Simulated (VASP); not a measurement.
# Ti12Si in VASP: single point with PBE+D3(BJ)

Aim: the single point of Ti12Si with PBE+D3(BJ).

All numbers are computed with VASP 6.6.1; they aren't measurements. Logs are shortened: lines on timing, memory, paths and dates and some standing lists are left out, and cuts for length are marked.

## (1) The cell of the first run

The cell holds a slab with vacuum, 13 atoms: a = 5.710 Å, b = 5.710 Å, c = 21.593 Å, α = 90.00°, β = 90.00°, γ = 120.00°.

## (2) Single point, PBE+D3(BJ)

Contents of INCAR:

```
SYSTEM = Ti12Si
ALGO = Normal
DIPOL = 0.5 0.5 0.307
EDIFF = 1E-7
ENCUT = 520
GGA = PE
IDIPOL = 3
ISIF = 2
ISMEAR = 0
IVDW = 12
LASPH = .TRUE.
LCHARG = .TRUE.
LDIPOL = .TRUE.
LELF = .TRUE.
LREAL = .FALSE.
LVACPOTAV = .TRUE.
LVHAR = .TRUE.
LWAVE = .FALSE.
NBANDS = 86
NELM = 60
PREC = Accurate
SIGMA = 0.1
```

Contents of KPOINTS:

```
k-points
0
G
  6 6 1
  0 0 0
```

Contents of POSCAR:

```
Ti12Si
1.0
    5.7099611434      0.0000000000      0.0000000000
   -2.8549805717      4.9449714048      0.0000000000
    0.0000000000      0.0000000000     21.5932633302
Ti Si
12 1
Direct
    0.3333333333      0.1666666667      0.1852429593
    0.3333333333      0.6666666667      0.1852429593
    0.8333333333      0.1666666667      0.1852429593
    0.8333333333      0.6666666667      0.1852429593
    0.1666666667      0.3333333333      0.2894365806
    0.1666666667      0.8333333333      0.2894365806
    0.6666666667      0.3333333333      0.2894365806
    0.6666666667      0.8333333333      0.2894365806
    0.0000000000      0.0000000000      0.3933293083
    0.0000000000      0.5000000000      0.3933293083
    0.5000000000      0.0000000000      0.3933293083
    0.5000000000      0.5000000000      0.3933293083
    0.0833333333      0.1666666667      0.5229993798
```

Potentials or basis: VASP PAW PBE potentials, release 64 (Ti_sv, Si).

The run is started by

```bash
$ cat potpaw_PBE.64/Ti_sv/POTCAR potpaw_PBE.64/Si/POTCAR > POTCAR
$ mpirun -np 1 vasp_std > vasp.out
```

OUTCAR:

```text
SYSTEM = Ti12Si
   EDIFF = 1E-7
   ENCUT = 520
   GGA = PE
   ISIF = 2
   ISMEAR = 0
   IVDW = 12
   LASPH = .TRUE.
   LREAL = .FALSE.
   NELM = 60
   PREC = Accurate
 IVDW          = 12

 ion  position               nearest neighbor table
   1  0.333  0.167  0.185-   5 2.79   6 2.79   7 2.79   4 2.85   2 2.85   2 2.85   4 2.85   3 2.85
                             3 2.85
   2  0.333  0.667  0.185-   6 2.79   5 2.79   8 2.79   3 2.85   1 2.85   1 2.85   3 2.85   4 2.85
                             4 2.85
   3  0.833  0.167  0.185-   7 2.79   8 2.79   5 2.79   4 2.85   2 2.85   4 2.85   2 2.85   1 2.85
                             1 2.85
   4  0.833  0.667  0.185-   8 2.79   7 2.79   6 2.79   3 2.85   1 2.85   3 2.85   1 2.85   2 2.85
                             2 2.85
   5  0.167  0.333  0.289-   9 2.78  12 2.78  10 2.78   1 2.79   2 2.79   3 2.79   8 2.85   6 2.85
                             6 2.85   8 2.85   7 2.85   7 2.85
   6  0.167  0.833  0.289-  10 2.78  11 2.78   9 2.78   2 2.79   1 2.79   4 2.79   7 2.85   5 2.85
                             5 2.85   7 2.85   8 2.85   8 2.85
   7  0.667  0.333  0.289-  11 2.78  10 2.78  12 2.78   3 2.79   4 2.79   1 2.79   8 2.85   6 2.85
                             8 2.85   6 2.85   5 2.85   5 2.85
   8  0.667  0.833  0.289-  12 2.78   9 2.78  11 2.78   4 2.79   3 2.79   2 2.79   7 2.85   5 2.85
                             7 2.85   5 2.85   6 2.85   6 2.85
   9  0.000  0.000  0.393-   5 2.78   8 2.78   6 2.78  10 2.85  12 2.85  10 2.85  12 2.85  11 2.85
                            11 2.85  13 2.92
  10  0.000  0.500  0.393-   6 2.78   7 2.78   5 2.78   9 2.85  11 2.85   9 2.85  11 2.85  12 2.85
                            12 2.85
  11  0.500  0.000  0.393-   7 2.78   6 2.78   8 2.78  10 2.85  12 2.85  12 2.85  10 2.85   9 2.85
                             9 2.85
  12  0.500  0.500  0.393-   8 2.78   5 2.78   7 2.78   9 2.85  11 2.85  11 2.85   9 2.85  10 2.85
                            10 2.85
  13  0.083  0.167  0.523-   9 2.92

  LATTYP: Found a hexagonal cell.
 ALAT       =     5.7099611434
 C/A-ratio  =     3.7816830602

  Lattice vectors:

 A1 = (   5.7099611434,   0.0000000000,   0.0000000000)
 A2 = (  -2.8549805717,   4.9449714048,   0.0000000000)
 A3 = (   0.0000000000,   0.0000000000,  21.5932633302)

Analysis of symmetry for initial positions (statically):
=====================================================================
 Subroutine PRICEL returns:
 Original cell was already a primitive cell.

 Routine SETGRP: Setting up the symmetry group for a
 hexagonal supercell.

 Subroutine GETGRP returns: Found  2 space group operations
 (whereof  2 operations were pure point group operations)
 out of a pool of 24 trial point group operations.

The static configuration has the point symmetry C_1h.
[... 145 lines left out ...]
  Fermi-wavevector in a.u.,A,eV,Ry     =   1.021230  1.929845 14.189668  1.042911
  Thomas-Fermi vector in A             =   2.154843
   LORBIT       =      0    0 simple, 1 ext, 2 COOP (PROOUT), +10 PAW based schemes
   GGA     = PE    functional components
   LHFCALC =     F    Hartree Fock is set to
   AEXX    =    0.0000 exact exchange contribution
   IVDW    =    12    specifies the selected vdW correction
   LEPSILON=     F    determine dielectric tensor
   LRPA    =     F    only Hartree local field effects (RPA)
 non-spin polarized calculation
 Gauss-broadening in eV      SIGMA  =   0.10
  energy-cutoff  :      520.00
  volume of cell :      609.70
 maximum number of plane-waves:     16485
   NGX = 21   NGY = 21   NGZ = 81

 dipolmoment           0.000000      0.000000     -0.001368 electrons x Angstroem

 number of electron     147.9999946 magnetization

 dipolmoment           0.000000      0.000000      0.020108 electrons x Angstroem

 Free energy of the ion-electron system (eV)
  ---------------------------------------------------
  ext. energy  EPLUGINS =         0.00000000
  ---------------------------------------------------
  free energy    TOTEN  =       -90.72972989 eV

  energy without entropy =      -90.60903543  energy(sigma->0) =      -90.66938266

 E-fermi :   0.1890     XC(G=0):  -5.2225

 val. band max:        0.1855256594   @ k =   0.3333   0.1667   0.0000
 cond. band min:       0.1933404076   @ k =   0.5000   0.3333   0.0000
 fundamental gap:      0.0078147482
 Fermi energy:         0.1890319139

 k-point     1 :       0.0000    0.0000    0.0000
  band No.  band energies     occupation
      1     -56.6464      2.00000
      2     -56.5835      2.00000
      3     -56.5605      2.00000
      4     -56.5377      2.00000
      5     -56.4786      2.00000
      6     -56.4745      2.00000
[... 1146 lines left out ...]
     85       0.9549      0.00000
     86       1.0465      0.00000

------------------------ aborting loop because EDIFF is reached ----------------------------------------

 Edisp (eV)   -5.57056

 E8    (eV) :    -2.7381

  FORCE on cell =-STRESS in cart. coord.  units (eV):
  Direction    XX          YY          ZZ          XY          YZ          ZX
  --------------------------------------------------------------------------------------
  -------------------------------------------------------------------------------------
  Total      -2.79347    -3.43769    -6.24998     0.00000    -0.18033     0.00000
  in kB      -7.34072    -9.03363   -16.42382     0.00000    -0.47388     0.00000
  external pressure =      -10.93 kB  Pullay stress =        0.00 kB

 VOLUME and BASIS-vectors are now :
 -----------------------------------------------------------------------------
  energy-cutoff  :      520.00
  volume of cell :      609.70
      direct lattice vectors                 reciprocal lattice vectors
     5.709961143  0.000000000  0.000000000     0.175132540  0.101112819  0.000000000
    -2.854980572  4.944971405  0.000000000     0.000000000  0.202225639  0.000000000
     0.000000000  0.000000000 21.593263330     0.000000000  0.000000000  0.046310740

 POSITION                                       TOTAL-FORCE (eV/Angst)
 -----------------------------------------------------------------------------------
      1.42749      0.82416      4.00000         0.009352     -0.023749      0.063025
     -0.00000      3.29665      4.00000        -0.000000      0.007446      0.080229
      4.28247      0.82416      4.00000        -0.009352     -0.023749      0.063025
      2.85498      3.29665      4.00000        -0.000000      0.014183      0.067085
      0.00000      1.64832      6.24988         0.000000      0.124912     -0.300380
     -1.42749      4.12081      6.24988         0.068293     -0.043638     -0.222581
      2.85498      1.64832      6.24988        -0.000000      0.022653     -0.191669
      1.42749      4.12081      6.24988        -0.068293     -0.043638     -0.222581
      0.00000      0.00000      8.49326        -0.000000      0.425464      0.850984
     -1.42749      2.47249      8.49326         0.347015     -0.245902      0.792660
      2.85498      0.00000      8.49326        -0.000000      0.089381      0.725812
      1.42749      2.47249      8.49326        -0.347015     -0.245902      0.792660
     -0.00000      0.82416     11.29326         0.000000     -0.057463     -2.498271
 -----------------------------------------------------------------------------------
    total drift:                                0.000000      0.000092     -0.000201

  FREE ENERGIE OF THE ION-ELECTRON SYSTEM (eV)
  ---------------------------------------------------
  free  energy   TOTEN  =       -96.3002914987 eV

  energy  without entropy=      -96.1795970299  energy(sigma->0) =      -96.23994426

 vacuum level on the upper side and lower side of the slab         4.976         4.847
```

OSZICAR:

```text
N       E                     dE             d eps       ncg     rms          rms(c)
DAV:   1     0.188543297709E+04    0.18854E+04   -0.79796E+04  2620   0.172E+03
DAV:   2     0.174177379979E+03   -0.17113E+04   -0.16853E+04  2278   0.556E+02
DAV:   3    -0.502678547034E+02   -0.22445E+03   -0.21825E+03  3608   0.176E+02
[... 34 lines left out ...]
DAV:  38    -0.907297290308E+02   -0.56575E-06   -0.66062E-08  1496   0.122E-03    0.123E-03
DAV:  39    -0.907297294253E+02   -0.39454E-06   -0.66745E-08  1440   0.144E-03    0.673E-04
DAV:  40    -0.907297296797E+02   -0.25440E-06   -0.56608E-08  1440   0.847E-04    0.276E-04
DAV:  41    -0.907297298315E+02   -0.15172E-06   -0.40694E-08  1358   0.856E-04    0.223E-04
DAV:  42    -0.907297298941E+02   -0.62599E-07   -0.20392E-08  1358   0.589E-04
   1 F= -.96300291E+02 E0= -.96239944E+02  d E =-.120694E+00
```

It took 25 min on 1 thread of AMD EPYC 9R45 (Zen 5), shared host; peak memory 0.83 GiB.

What came out:

```yaml
Free_energy: -96.3003 eV
Largest_force: 2.499 eV/Å
Band_gap_on_the_k_mesh: zero (bands 74 and 75 overlap by 0.67 eV)
Dispersion_energy_per_atom: -0.429 eV
```

Forces in eV/Å, atoms in the order of the input:
```
Ti   0.009 -0.024  0.063
Ti   0.000  0.007  0.080
Ti  -0.009 -0.024  0.063
Ti   0.000  0.014  0.067
Ti   0.000  0.125 -0.300
Ti   0.068 -0.044 -0.223
Ti   0.000  0.023 -0.192
Ti  -0.068 -0.044 -0.223
Ti   0.000  0.425  0.851
Ti   0.347 -0.246  0.793
Ti   0.000  0.089  0.726
Ti  -0.347 -0.246  0.793
Si   0.000 -0.057 -2.498
```
